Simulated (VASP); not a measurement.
Wanted: the native input for a VASP 6.6.1 run.

```
Task                   : single point
Functional             : PBEsol
Potentials or basis    : VASP PAW PBE potentials, release 64 (Zr_sv, S)
Cutoff                 : 520 eV
k mesh                 : 14 × 14 × 10
Occupations            : gaussian, width 0.1 eV
Spin                   : no spin polarisation
Dipole correction      : no
Further INCAR settings : ALGO = Normal; EDIFF = 1e-07; NBANDS = 26
```

The structure of ZrS lies in POSCAR:

```
ZrS
1.0
    2.5830753502      2.5830753502      0.0000000000
   -2.5830753502      2.5830753502      0.0000000000
    0.0000000000      0.0000000000      5.0111661795
Zr S
2 2
Direct
    0.0000000000      0.0000000000      0.0000000000
    0.5000000000      0.5000000000      0.5000000000
    0.5000000000      0.5000000000      0.0000000000
    0.0000000000      0.0000000000      0.5000000000
```

This cell differs from its parent crystal: strain along c alone, the other axes held: -3.0 %.

These files were run (other wordings do the same):

INCAR

```
SYSTEM = ZrS
ALGO     = Normal         ! electronic algorithm
EDIFF    = 1E-7           ! SCF threshold, eV
ENCUT    = 520            ! plane-wave cutoff, eV
GGA      = PS             ! functional
ISIF     = 2              ! what is computed and relaxed
ISMEAR   = 0              ! smearing method
LASPH    = .True.         ! aspherical terms in the spheres
LCHARG   = .True.         ! write CHGCAR
LELF     = .True.         ! ELF
LREAL    = .False.        ! projectors in reciprocal space
LVHAR    = .True.       
LWAVE    = .False.        ! write WAVECAR
NBANDS   = 26             ! bands
NELM     = 80             ! most SCF steps
PREC     = Accurate       ! precision mode
SIGMA    = 0.1            ! smearing width, eV
```

KPOINTS

```
k-points
0
Gamma
  14 14 10
  0 0 0
```

Potentials or basis: VASP PAW PBE potentials, release 64 (Zr_sv, S).

Run with:

```bash
$ cat potpaw_PBE.64/Zr_sv/POTCAR potpaw_PBE.64/S/POTCAR > POTCAR
$ mpirun -np 1 vasp_std > vasp.out
```

Results of the run:

```json
{
  "Pressure": "5.4 GPa",
  "Band gap on the k mesh": "zero (bands 18 and 19 overlap by 3.25 eV)"
}
```

Caveat: the cell differs from its parent crystal (strain along c alone, the other axes held: -3.0 %); the stress differs along the axes, from 2 to 13 GPa; the PAW data sets were made with another functional, which shifts forces and pressure a little.

Wall time 7.6 min on 1 thread of AMD EPYC 7R13 (shared host), peak memory 0.38 GiB.
